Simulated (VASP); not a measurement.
Write the native input for VASP 6.6.1 that does the following.

```yaml
Task: single point
Functional: PBE
Potentials_or_basis: VASP PAW PBE potentials, release 64 (Bi_d, Te, O)
Cutoff: 520 eV
k_mesh: 3 × 3 × 3
Occupations: gaussian, width 0.15 eV
Spin: no spin polarisation
Dipole_correction: no
Further_INCAR_settings: ALGO = Normal; EDIFF = 1e-06; NBANDS = 39
```

The structure of Bi2Te2O3 lies in POSCAR:

```
Bi2Te2O3
1.0
    2.7659453182      1.5969192753      4.9424331149
   -2.7659453182      1.5969192753      4.9424331149
    0.0000000000     -3.1938385467      4.9424331161
Bi Te O
2 2 3
Direct
    0.0000000000      0.0000000000      0.0000000000
    0.5000000000      0.5000000000      0.5000000000
    0.2263497625      0.2263497625      0.2263497625
    0.7736502375      0.7736502375      0.7736502375
    0.5000000000      0.5000000000      0.0000000000
    0.0000000000      0.5000000000      0.5000000000
    0.5000000000      0.0000000000      0.5000000000
```

These files were run (other wordings do the same):

INCAR

```
ALGO = Normal
EDIFF = 1E-6
ENCUT = 520
GGA = PE
ISIF = 2
ISMEAR = 0
LASPH = T
LCHARG = T
LELF = T
LREAL = F
LVHAR = T
LWAVE = F
NBANDS = 39
NELM = 100
PREC = Accurate
SIGMA = 0.15
```

KPOINTS

```
k-points
0
Gamma
  3 3 3
```

Potentials or basis: VASP PAW PBE potentials, release 64 (Bi_d, Te, O).

Run with:

```sh
$ cat potpaw_PBE.64/Bi_d/POTCAR potpaw_PBE.64/Te/POTCAR potpaw_PBE.64/O/POTCAR > POTCAR
$ mpirun -np 1 vasp_std > vasp.out
```

Results of the run:

```yaml
Pressure: -0.4 GPa
Largest_force: 0.035 eV/Å
Band_gap_on_the_k_mesh: zero (band 30 reaches 8.38 eV, above the bottom of band 31 at 7.57 eV)
```

Caveat: the k points lie up to 0.46 Å⁻¹ apart; spin-orbit coupling is left out, which moves the levels of the heavy elements.

Wall time 88 s on 1 thread of AMD EPYC 7R43 64-Core Processor (Zen 3) (shared host), peak memory 0.29 GiB.
